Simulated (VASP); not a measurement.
# TiAl (P-6m2) in VASP: notebook, part 3 of 3

VASP 6.6.1.

## (5) Single point, LDA, collinear spin, ferromagnetic start

This run uses another cell than the first one, of 16.34 Å³/atom, 1.182 times its volume.

INCAR reads:

```
SYSTEM = TiAl
  PREC = Accurate
  ENCUT = 520
  EDIFF = 1E-7
  ISMEAR = 0
  SIGMA = 0.15
  LREAL = .FALSE.
  LASPH = .TRUE.
  NELM = 150
  ALGO = Fast
  ISIF = 2
  LWAVE = .FALSE.
  LCHARG = .FALSE.
  ISPIN = 2
  MAGMOM = 0.75 0
  LORBIT = 11
  NUPDOWN = 0.75
  LMAXMIX = 4
  NBANDS = 18
```

KPOINTS reads:

```
regular mesh
0
G
  21 21 12
  0 0 0
```

POSCAR reads:

```
TiAl
1.0
    2.8490138039      0.0000000000      0.0000000000
   -1.4245069020      2.4673183299      0.0000000000
    0.0000000000      0.0000000000      4.6504521693
Ti Al
1 1
Direct
    0.0000000000      0.0000000000      0.0000000000
    0.3333333333      0.6666666667      0.5000000000
```

Potentials or basis: VASP PAW LDA potentials, release 64 (Ti_sv, Al).

Command:

```console
> cat potpaw_LDA.64/Ti_sv/POTCAR potpaw_LDA.64/Al/POTCAR > POTCAR
> mpirun -np 1 vasp_std > vasp.out
```

OUTCAR:

```text
SYSTEM = TiAl
   PREC = Accurate
   ENCUT = 520
   EDIFF = 1E-7
   ISMEAR = 0
   LREAL = .FALSE.
   LASPH = .TRUE.
   NELM = 150
   ISIF = 2
   ISPIN = 2
   LORBIT = 11
   NUPDOWN = 0.75

 ion  position               nearest neighbor table
   1  0.000  0.000  0.000-   2 2.85   2 2.85   2 2.85   2 2.85   2 2.85   2 2.85
   2  0.333  0.667  0.500-   1 2.85   1 2.85   1 2.85   1 2.85   1 2.85   1 2.85

  LATTYP: Found a hexagonal cell.
 ALAT       =     2.8490138039
 C/A-ratio  =     1.6323024349

  Lattice vectors:

 A1 = (   2.8490138039,   0.0000000000,   0.0000000000)
 A2 = (  -1.4245069020,   2.4673183299,   0.0000000000)
 A3 = (   0.0000000000,   0.0000000000,   4.6504521693)

Analysis of symmetry for initial positions (statically):
=====================================================================
 Subroutine PRICEL returns:
 Original cell was already a primitive cell.

 Routine SETGRP: Setting up the symmetry group for a
 hexagonal supercell.

 Subroutine GETGRP returns: Found 12 space group operations
 (whereof 12 operations were pure point group operations)
 out of a pool of 24 trial point group operations.

The static configuration has the point symmetry D_3h.

Analysis of symmetry for dynamics (positions and initial velocities):
=====================================================================
 Subroutine PRICEL returns:
 Original cell was already a primitive cell.

 Routine SETGRP: Setting up the symmetry group for a
 hexagonal supercell.

 Subroutine GETGRP returns: Found 12 space group operations
 (whereof 12 operations were pure point group operations)
 out of a pool of 24 trial point group operations.

The dynamic configuration has the point symmetry D_3h.

Analysis of structural, dynamic, and magnetic symmetry:
=====================================================================
 Subroutine PRICEL returns:
 Original cell was already a primitive cell.

 Routine SETGRP: Setting up the symmetry group for a
 hexagonal supercell.

[... 148 lines left out ...]
  ext. energy  EPLUGINS =         0.00000000
  ---------------------------------------------------
  free energy    TOTEN  =       -13.19676109 eV

  energy without entropy =      -13.17673343  energy(sigma->0) =      -13.18674726

 E-fermi :   7.7577     XC(G=0): -11.2281

 val. band max:        8.0858890292   @ k =   0.2381   0.0000   0.2500
 cond. band min:       7.7584574140   @ k =   0.2857   0.2381   0.2500
 fundamental gap:     -0.3274316153
 Fermi energy:         8.0869322370

 spin component 1

 k-point     1 :       0.0000    0.0000    0.0000
  band No.  band energies     occupation
      1     -48.1040      1.00000
      2     -24.8045      1.00000
      3     -24.3692      1.00000
      4     -24.3692      1.00000
      5      -1.2346      1.00000
      6       5.3291      1.00000
[... 493 lines left out ...]
     17      23.0589      0.00000
     18      24.1544      0.00000

 [... further k-points ...]

 spin component 2

 k-point     1 :       0.0000    0.0000    0.0000
  band No.  band energies     occupation
      1     -47.7366      1.00000
      2     -24.4750      1.00000
      3     -23.9850      1.00000
      4     -23.9850      1.00000
      5      -1.0547      1.00000
      6       5.7593      1.00000
[... 493 lines left out ...]
     17      23.2725      0.00000
     18      24.4525      0.00000

 [... further k-points ...]

------------------------ aborting loop because EDIFF is reached ----------------------------------------

  FORCE on cell =-STRESS in cart. coord.  units (eV):
  Direction    XX          YY          ZZ          XY          YZ          ZX
  --------------------------------------------------------------------------------------
  -------------------------------------------------------------------------------------
  Total       -0.5469613     -0.5469613     -1.1921117      0.0000000      0.0000000      0.0000000
  in kB      -26.8072510    -26.8072510    -58.4268701      0.0000000      0.0000000      0.0000000
  external PRESSURE =     -37.3471240 kB  Pullay stress =       0.0000000 kB

 VOLUME and BASIS-vectors are now :
 -----------------------------------------------------------------------------
  energy-cutoff  :      520.00
  volume of cell :       32.69
      direct lattice vectors                 reciprocal lattice vectors
     2.849013804  0.000000000  0.000000000     0.350998650  0.202649165  0.000000000
    -1.424506902  2.467318330  0.000000000     0.000000000  0.405298331  0.000000000
     0.000000000  0.000000000  4.650452169     0.000000000  0.000000000  0.215032853

 POSITION                                       TOTAL-FORCE (eV/Angst)
 -----------------------------------------------------------------------------------
      0.00000      0.00000      0.00000        -0.000000      0.000000      0.000000
     -0.00000      1.64488      2.32523         0.000000     -0.000000      0.000000
 -----------------------------------------------------------------------------------
    total drift:                                0.000000     -0.000000      0.000000

  FREE ENERGIE OF THE ION-ELECTRON SYSTEM (eV)
  ---------------------------------------------------
  free  energy   TOTEN  =       -13.1967610905 eV

  energy  without entropy=      -13.1767334291  energy(sigma->0) =      -13.18674726

 total charge

# of ion       s       p       d       tot
------------------------------------------
    1        2.223   6.132   1.951  10.307
    2        0.438   0.388   0.000   0.826
--------------------------------------------------
tot          2.661   6.520   1.951  11.133

 magnetization (x)

# of ion       s       p       d       tot
------------------------------------------
    1        0.006   0.041   0.402   0.449
    2        0.002   0.017   0.000   0.019
--------------------------------------------------
tot          0.008   0.058   0.402   0.469
```

stdout:

```text
POSCAR found type information on POSCAR TiAl
 POSCAR found :  2 types and       2 ions
 scaLAPACK will be used
[... 88 lines left out ...]
 num prob  num prob WARNING in EDDRMM: call to ZHEGV failed, returncode =   6  3      5
 num prob WARNING in EDDRMM: call to ZHEGV failed, returncode =   8  4      5
 num prob  num prob WARNING in EDDRMM: call to ZHEGV failed, returncode =   6  3      6
 num prob  num prob  num prob  num prob  num prob  num prob  num prob  num prob  num prob  num prob  num prob  num prob WARNING in EDDRMM: call to ZHEGV failed, returncode =   8  4     18
 num prob  num prob  num prob  num prob  num prob  num prob  num prob  num prob  num prob  num prob  num prob  num prob  num prob  num prob  num prob  num prob  num prob  num prob  num prob  num prob  num prob  num prob WARNING in EDDRMM: call to ZHEGV failed, returncode =   6  3      9
 num prob  num prob  num prob  num prob  num prob  num prob  num prob  num prob  num prob  num prob  num prob  num prob  num prob
```

Wall time 12 min (1 thread of Oxide Virtual Turin-like, shared host); peak memory 0.35 GiB.

What came out:

```
Free energy                                           : -13.1968 eV
Pressure                                              : -3.7 GPa
Net moment                                            : 0.75 μB per cell
Site moments                                          : Ti +0.45; Al +0.02 μB
Valence electrons inside the program's atomic spheres : Ti 10.31; Al 0.83
```

Stress tensor (GPa, compression positive):
```
-2.68  0.00  0.00
 0.00 -2.68  0.00
 0.00  0.00 -5.84
```

Caveat: the total moment is fixed, so each spin has its own Fermi level.

## (6) Single point, LDA, collinear spin, ferromagnetic start

This run uses another cell than the first one, of 17.60 Å³/atom, 1.273 times its volume.

INCAR reads:

```
  ALGO = Normal
  EDIFF = 1E-6
  ENCUT = 520
  GGA = CA
  ISIF = 2
  ISMEAR = 0
  ISPIN = 2
  LASPH = T
  LCHARG = F
  LMAXMIX = 4
  LORBIT = 11
  LREAL = F
  LWAVE = F
  MAGMOM = 0.375 0
  NBANDS = 18
  NELM = 150
  NUPDOWN = 0.375
  PREC = Accurate
  SIGMA = 0.15
```

KPOINTS reads:

```
k-points
0
Gamma
  21 21 12
```

POSCAR reads:

```
TiAl
1.0
    2.9202514666      0.0000000000      0.0000000000
   -1.4601257333      2.5290119555      0.0000000000
    0.0000000000      0.0000000000      4.7667335796
Ti Al
1 1
Direct
    0.0000000000      0.0000000000      0.0000000000
    0.3333333333      0.6666666667      0.5000000000
```

Potentials or basis: VASP PAW LDA potentials, release 64 (Ti_sv, Al).

Command:

```console
> cat potpaw_LDA.64/Ti_sv/POTCAR potpaw_LDA.64/Al/POTCAR > POTCAR
> mpirun -np 1 vasp_std > vasp.out
```

Wall time 6.6 min (1 thread of Oxide Virtual Turin-like, shared host); peak memory 0.36 GiB.

Results (log left out):

```yaml
Free_energy: -13.1188 eV
Pressure: -10.6 GPa
Net_moment: 0.38 μB per cell
Site_moments: Ti +0.22; Al +0.01 μB
Valence_electrons_inside_the_program's_atomic_spheres: Ti 10.22; Al 0.80
```

Stress tensor (GPa, compression positive):
```
 -9.81   0.00   0.00
  0.00  -9.81   0.00
  0.00   0.00 -12.21
```

Caveat: the total moment is fixed, so each spin has its own Fermi level.

## (7) Summary

| fixed moment (μB) | cell | pressure (GPa) | moment (μB) |
| --- | --- | --- | --- |
| 0.75 | a = 2.695, b = 2.695, c = 4.399 Å, angles 90.0, 90.0, 120.0°, 2 atoms | 20.0 | 0.75 |
| 0.25 | a = 2.695, b = 2.695, c = 4.399 Å, angles 90.0, 90.0, 120.0°, 2 atoms | 19.2 | 0.25 |
| 1.0 | a = 2.849, b = 2.849, c = 4.650 Å, angles 90.0, 90.0, 120.0°, 2 atoms | -3.4 | 1.00 |
| 0.75 | a = 2.849, b = 2.849, c = 4.650 Å, angles 90.0, 90.0, 120.0°, 2 atoms | -3.7 | 0.75 |
| 0.375 | a = 2.920, b = 2.920, c = 4.767 Å, angles 90.0, 90.0, 120.0°, 2 atoms | -10.6 | 0.38 |

Alike in all rows: task single point; level LDA; potentials or basis VASP PAW LDA potentials, release 64 (Ti_sv, Al); spin collinear, ferromagnetic start; k mesh 21 × 21 × 12; cutoff (eV) 520; smearing gaussian 0.15 eV.

Caveats: the total moment is fixed, so each spin has its own Fermi level.

Absolute energies hang on the potentials; compare differences alone.
